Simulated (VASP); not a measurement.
# CaO (I4/mmm) in VASP: a series of runs, part 2 of 2

VASP 6.6.1.

### Step 5. Single point, r2SCAN (strain -0.080 along x and y, +0.080 along z)

The input, POSCAR:

```
CaO
1.0
    0.0000000000      2.2530800000      2.6449200000
    2.2530800000      0.0000000000      2.6449200000
    2.2530800000      2.2530800000      0.0000000000
Ca O
1 1
Direct
    0.0000000000      0.0000000000      0.0000000000
    0.5000000000      0.5000000000      0.5000000000
```

The input, INCAR.step1:

```
  PREC = Accurate
  ENCUT = 520
  ISMEAR = 0
  SIGMA = 0.05
  LREAL = F
  LASPH = T
  NELM = 60
  NBANDS = 15
  GGA = PE
  ALGO = Normal
  EDIFF = 1E-4
  LWAVE = T
  LCHARG = F
```

The input, INCAR.step2:

```
  PREC = Accurate
  ENCUT = 520
  EDIFF = 1E-6
  ISMEAR = 0
  SIGMA = 0.05
  LREAL = F
  LASPH = T
  NELM = 60
  ALGO = Normal
  ISIF = 2
  LWAVE = F
  LCHARG = T
  METAGGA = R2SCAN
  LMIXTAU = T
  LELF = T
  LVHAR = T
  NBANDS = 15
  ISTART = 1
```

The input, KPOINTS:

```
regular mesh
0
Gamma
  8 8 8
```

The run is started by

```console
$ cat potpaw_PBE.64/Ca_sv/POTCAR potpaw_PBE.64/O/POTCAR > POTCAR
$ cp INCAR.step1 INCAR
$ mpirun -np 1 vasp_std > vasp.out
$ cp INCAR.step2 INCAR
$ mpirun -np 1 vasp_std > vasp.out
```

Wall time 63 s (1 thread of Intel Xeon Platinum 8559C (Emerald Rapids), shared host); peak memory 0.16 GiB.

It converged, with:

| Item | Value |
| --- | --- |
| Free energy | -19.1709 eV |
| Pressure | 11.3 GPa |
| Band gap on the k mesh | 4.01 eV, indirect (least direct gap 4.42 eV) |

Stress tensor (GPa, compression positive):
```
21.02  0.00  0.00
 0.00 21.02  0.00
 0.00  0.00 -8.01
```

Levels at points of the mesh, in eV from the valence-band top:
| k point | band 4 | band 5 | band 6 | band 7 | band 8 | band 9 | band 10 | band 11 | band 12 | band 13 |
| --- | --- | --- | --- | --- | --- | --- | --- | --- | --- | --- |
| (0.00, 0.00, 0.00) | -18.75 | -16.73 | -0.39 | 0.00 | 0.00 | 4.65 | 6.16 | 7.35 | 7.35 | 8.86 |
| (0.50, 0.00, 0.00) | -18.70 | -14.97 | -2.85 | -1.54 | -1.53 | 7.69 | 9.12 | 9.24 | 9.44 | 10.50 |
| (0.50, 0.50, 0.00) | -18.90 | -16.55 | -1.93 | -0.22 | -0.22 | 4.42 | 9.03 | 9.88 | 10.28 | 10.28 |
| (0.50, 0.00, 0.50) | -19.08 | -16.55 | -1.03 | -0.75 | -0.41 | 4.01 | 8.53 | 9.60 | 10.34 | 11.11 |

Caveat: the cell differs from its parent crystal (strain -0.080 along x and y, +0.080 along z); the PAW data sets were made with another functional, which shifts forces and pressure a little. A k mesh can miss the band edges.

### Step 6. Single point, r2SCAN (strain +0.000 along x and y, -0.080 along z)

The input, POSCAR:

```
CaO
1.0
    0.0000000000      2.4490000000      2.2530800000
    2.4490000000      0.0000000000      2.2530800000
    2.4490000000      2.4490000000      0.0000000000
Ca O
1 1
Direct
    0.0000000000      0.0000000000      0.0000000000
    0.5000000000      0.5000000000      0.5000000000
```

The input, INCAR.step1:

```
SYSTEM = CaO
  PREC = Accurate
  ENCUT = 520
  ISMEAR = 0
  SIGMA = 0.05
  LREAL = .FALSE.
  LASPH = .TRUE.
  NELM = 60
  NBANDS = 15
  GGA = PE
  ALGO = Normal
  EDIFF = 1E-4
  LWAVE = .TRUE.
  LCHARG = .FALSE.
```

The input, INCAR.step2:

```
SYSTEM = CaO
  PREC = Accurate
  ENCUT = 520
  EDIFF = 1E-6
  ISMEAR = 0
  SIGMA = 0.05
  LREAL = .FALSE.
  LASPH = .TRUE.
  NELM = 60
  ALGO = Normal
  ISIF = 2
  LWAVE = .FALSE.
  LCHARG = .FALSE.
  METAGGA = R2SCAN
  LMIXTAU = .TRUE.
  NBANDS = 15
  ISTART = 1
```

The input, KPOINTS:

```
Automatic mesh
0
G
  8 8 8
  0 0 0
```

Potentials or basis: VASP PAW PBE potentials, release 64 (Ca_sv, O).

The run is started by

```console
$ cat potpaw_PBE.64/Ca_sv/POTCAR potpaw_PBE.64/O/POTCAR > POTCAR
$ cp INCAR.step1 INCAR
$ mpirun -np 1 vasp_std > vasp.out
$ cp INCAR.step2 INCAR
$ mpirun -np 1 vasp_std > vasp.out
```

OUTCAR:

```text
SYSTEM = CaO
   PREC = Accurate
   ENCUT = 520
   EDIFF = 1E-6
   ISMEAR = 0
   LREAL = .FALSE.
   LASPH = .TRUE.
   NELM = 60
   ISIF = 2
   METAGGA = R2SCAN
   ISTART = 1

 ion  position               nearest neighbor table
   1  0.000  0.000  0.000-   2 2.25   2 2.25   2 2.45   2 2.45   2 2.45   2 2.45
   2  0.500  0.500  0.500-   1 2.25   1 2.25   1 2.45   1 2.45   1 2.45   1 2.45

  LATTYP: Found a body centered tetragonal cell.
 ALAT       =     3.4634090143
 C/A-ratio  =     1.3010764774

  Lattice vectors:

 A1 = (   0.0000000000,  -2.4490000000,  -2.2530800000)
 A2 = (   0.0000000000,   2.4490000000,  -2.2530800000)
 A3 = (   2.4490000000,   0.0000000000,   2.2530800000)

Analysis of symmetry for initial positions (statically):
=====================================================================
 Subroutine PRICEL returns:
 Original cell was already a primitive cell.

 Routine SETGRP: Setting up the symmetry group for a
 body centered tetragonal supercell.

 Subroutine GETGRP returns: Found 16 space group operations
 (whereof 16 operations were pure point group operations)
 out of a pool of 16 trial point group operations.

[... 178 lines left out ...]
      7       2.0835      2.00000
      8       2.3556      2.00000
      9       7.5640      0.00000
     10       8.9507      0.00000
     11       8.9507      0.00000
     12       9.5043      0.00000
     13      10.3440      0.00000
     14      11.4628      0.00000
[... 401 lines left out ...]
      2     -17.6400      2.00000
      3     -16.7318      2.00000
      4     -16.6712      2.00000
      5     -13.3239      2.00000
      6       0.1298      2.00000
      7       1.1612      2.00000
      8       1.3968      2.00000
      9       8.8490      0.00000
     10      10.4871      0.00000
     11      11.0898      0.00000
     12      11.2761      0.00000
     13      12.7917      0.00000
     14      13.1128      0.00000
     15      18.6495      0.00000

 [... further k-points ...]

------------------------ aborting loop because EDIFF is reached ----------------------------------------

  FORCE on cell =-STRESS in cart. coord.  units (eV):
  Direction    XX          YY          ZZ          XY          YZ          ZX
  --------------------------------------------------------------------------------------
  -------------------------------------------------------------------------------------
  Total       -0.1739328     -0.1739328      3.1993053      0.0000000     -0.0000000      0.0000000
  in kB      -10.3111694    -10.3111694    189.6627698      0.0000000     -0.0000000      0.0000000
  external PRESSURE =      56.3468103 kB  Pullay stress =       0.0000000 kB

 VOLUME and BASIS-vectors are now :
 -----------------------------------------------------------------------------
  energy-cutoff  :      520.00
  volume of cell :       27.03
      direct lattice vectors                 reciprocal lattice vectors
     0.000000000  2.449000000  2.253080000    -0.204164965  0.204164965  0.221918441
     2.449000000  0.000000000  2.253080000     0.204164965 -0.204164965  0.221918441
     2.449000000  2.449000000  0.000000000     0.204164965  0.204164965 -0.221918441

 POSITION                                       TOTAL-FORCE (eV/Angst)
 -----------------------------------------------------------------------------------
      0.00000      0.00000      0.00000         0.000000      0.000000     -0.000000
      2.44900      2.44900      2.25308         0.000000     -0.000000      0.000000
 -----------------------------------------------------------------------------------
    total drift:                                0.000000      0.000000      0.000000

  FREE ENERGIE OF THE ION-ELECTRON SYSTEM (eV)
  ---------------------------------------------------
  free  energy   TOTEN  =       -19.3561333794 eV

  energy  without entropy=      -19.3561333794  energy(sigma->0) =      -19.35613338
```

OUTCAR.step1:

```text
SYSTEM = CaO
   PREC = Accurate
   ENCUT = 520
   ISMEAR = 0
   LREAL = .FALSE.
   LASPH = .TRUE.
[... 655 lines left out ...]
      0.00000      0.00000      0.00000         0.000000      0.000000     -0.000000
      2.44900      2.44900      2.25308         0.000000      0.000000      0.000000
 -----------------------------------------------------------------------------------
    total drift:                                0.000000      0.000000      0.000000

  FREE ENERGIE OF THE ION-ELECTRON SYSTEM (eV)
  ---------------------------------------------------
  free  energy   TOTEN  =       -12.7004000596 eV

  energy  without entropy=      -12.7004000596  energy(sigma->0) =      -12.70040006
```

It took 64 s on 1 thread of Intel Xeon Platinum 8559C (Emerald Rapids), shared host; peak memory 0.18 GiB.

Results:

```yaml
Free_energy: -19.3561 eV
Pressure: 5.6 GPa
Band_gap_on_the_k_mesh: 3.80 eV, indirect (least direct gap 4.47 eV)
```

Stress tensor (GPa, compression positive):
```
-1.03  0.00  0.00
 0.00 -1.03  0.00
 0.00  0.00 18.97
```

Levels at points of the mesh, in eV from the valence-band top:
```
           k point  band 6  band 7  band 8  band 9  band 10  band 11
(0.00, 0.00, 0.00)   -0.27   -0.27    0.00    5.21     6.60     6.60
(0.50, 0.00, 0.00)   -2.86   -1.49   -1.47    7.63     9.04     9.13
(0.50, 0.50, 0.00)   -1.07   -0.71   -0.71    3.80     8.94     9.64
(0.50, 0.00, 0.50)   -1.63   -0.59   -0.32    4.14     8.55     9.84
```

Caveat: the cell differs from its parent crystal (strain +0.000 along x and y, -0.080 along z); the PAW data sets were made with another functional, which shifts forces and pressure a little. A k mesh can miss the band edges.

### Step 7. Summary

```csv
cell,gap on the mesh (eV),pressure (GPa)
"a = 3.328, b = 3.328, c = 3.186 Å, angles 61.4, 61.4, 57.2°, 2 atoms",3.97,19.1
"a = 3.256, b = 3.256, c = 3.325 Å, angles 59.3, 59.3, 61.4°, 2 atoms",3.90,17.0
"a = 3.400, b = 3.400, c = 3.186 Å, angles 62.1, 62.1, 55.9°, 2 atoms",3.98,14.5
"a = 3.474, b = 3.474, c = 3.186 Å, angles 62.7, 62.7, 54.6°, 2 atoms",4.01,11.3
"a = 3.328, b = 3.328, c = 3.463 Å, angles 58.6, 58.6, 62.7°, 2 atoms",3.80,5.6
```

Alike in all rows: task single point; level r2SCAN; potentials or basis VASP PAW PBE potentials, release 64 (Ca_sv, O); no spin polarisation; k mesh 8 × 8 × 8; cutoff (eV) 520; smearing gaussian 0.05 eV.

Caveats: the PAW data sets were made with another functional, which shifts forces and pressure a little.

Absolute energies hang on the potentials; compare differences alone.
